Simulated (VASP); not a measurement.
TlO7: relaxation of cell and atoms with PBE

TlO7:

```
Tl O
1.0
     4.54792    0.00000    0.00000
     0.00000    4.54792    0.00000
     0.00000    0.00000    4.54792
Tl O
1 7
Direct
  0.50000 0.50000 0.50000
  0.11999 0.50000 0.50000
  0.88001 0.50000 0.50000
  0.50000 0.11999 0.50000
  0.50000 0.88001 0.50000
  0.50000 0.50000 0.11999
  0.50000 0.50000 0.88001
  0.00000 0.00000 0.00000
```

The cell was built from a structure type or drawn by symmetry, and may not be a known phase.

```yaml
Program: VASP 6.6.1
Task: relaxation of cell and atoms
Functional: PBE
Potentials_or_basis: VASP PAW PBE potentials, release 64 (Tl_d, O)
Cutoff: 600 eV
k_mesh: 4 × 4 × 4
Occupations: gaussian, width 0.1 eV
Spin: no spin polarisation
Dipole_correction: no
Further_INCAR_settings: ALGO = Normal; EDIFF = 1e-07; IBRION = 2; EDIFFG = -0.04; NSW = 90; ISIF = 3
```

The relaxed volume is 23.90 Å³/atom and the relaxed cell is a = 5.761 Å, b = 5.761 Å, c = 5.761 Å, α = 90.00°, β = 90.00°, γ = 90.00°. The space group after relaxing (to 0.1 Å) is Pm-3m (No. 221) and the pressure after relaxing is -0.2 GPa. The largest force after relaxing is 0.025 eV/Å and the band gap on the k mesh is zero (an odd number of electrons rules out a gap without spin polarisation).

Forces on the atoms (eV/Å):
```
Tl   0.000  0.000  0.000
O    0.025  0.000  0.000
O   -0.025  0.000  0.000
O    0.000  0.025  0.000
O    0.000 -0.025  0.000
O    0.000  0.000  0.025
O    0.000  0.000 -0.025
O    0.000  0.000  0.000
```

Final structure:
```cif
data_structure
_symmetry_space_group_name_H-M 'P 1'
_symmetry_Int_Tables_number 1
_cell_length_a 5.7606
_cell_length_b 5.7606
_cell_length_c 5.7606
_cell_angle_alpha 90.000
_cell_angle_beta 90.000
_cell_angle_gamma 90.000
_cell_volume 191.16
loop_
_atom_site_label
_atom_site_type_symbol
_atom_site_fract_x
_atom_site_fract_y
_atom_site_fract_z
_atom_site_occupancy
Tl1 Tl 0.50000 0.50000 0.50000 1
O1 O 0.10968 0.50000 0.50000 1
O2 O 0.89032 0.50000 0.50000 1
O3 O 0.50000 0.10968 0.50000 1
O4 O 0.50000 0.89032 0.50000 1
O5 O 0.50000 0.50000 0.10968 1
O6 O 0.50000 0.50000 0.89032 1
O7 O 0.00000 0.00000 0.00000 1
```

Levels at points of the mesh, in eV from the Fermi level:
```tsv
k point	band 24	band 25	band 26	band 27	band 28	band 29	band 30	band 31	band 32	band 33
(0.00, 0.00, 0.00)	-0.29	-0.03	-0.03	-0.03	0.37	0.37	0.37	1.44	5.46	5.46
(0.50, 0.00, 0.00)	-0.23	-0.08	-0.07	-0.07	0.05	0.05	0.36	0.45	5.68	5.68
(0.50, 0.50, 0.00)	-0.20	-0.20	-0.04	-0.04	-0.04	0.02	0.02	0.02	5.89	7.49
(0.50, 0.50, 0.50)	-0.35	-0.35	-0.05	-0.05	-0.05	0.01	0.01	0.01	8.72	8.72
```

It took 33 min on 1 thread of AMD EPYC 7R43 64-Core Processor (Zen 3), on a shared host, peak memory 0.17 GiB.

Caveat: the standard files for N, O and F lose accuracy on very short bonds; the volume moved by over 15 % at a fixed basis, so the end points are rough; spin-orbit coupling is left out, which moves the levels of the heavy elements; an odd number of electrons without spin polarisation forces a metal; a magnetic or distorted state may lie lower.
